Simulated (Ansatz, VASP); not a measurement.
# Two plane-wave programs on Cu

```
CELL_PARAMETERS angstrom
0.00000 1.60416 1.80750
2.01084 0.00000 1.80750
2.01084 1.60416 0.00000
ATOMIC_POSITIONS crystal
Cu 0.00000 0.00000 0.00000
```

Change from the starting cell: strain +0.1125 x Voigt [1, -1, 0, 0, 0, 0], atoms carried along.

Alike in both runs: task single point; functional PBE; k mesh 22 × 22 × 22; occupations gaussian, width 0.15 eV; no spin polarisation.

|  | VASP | Ansatz |
| --- | --- | --- |
| version | VASP 6.6.1 | Ansatz 0.2.0 |
| potentials or method | VASP PAW PBE potentials, release 64 (Cu), cutoff 520 eV | scalar-relativistic, plane waves, PAW |
| valence electrons in the cell | 11 | 19 |

```csv
,VASP,Ansatz,Ansatz less VASP
gap on the k mesh at the Fermi level (eV),none,none,-
pressure (GPa),5.9,5.2,-0.74
"traceless stress, the component that is largest in VASP (GPa)",-9.09,-9.19,-0.100
```

A gap of «none» marks a metal or a gap that the smearing closes. VASP's potentials hold 11 valence electrons a cell and Ansatz's 19, so a difference there can come from the potentials and not from the codes.
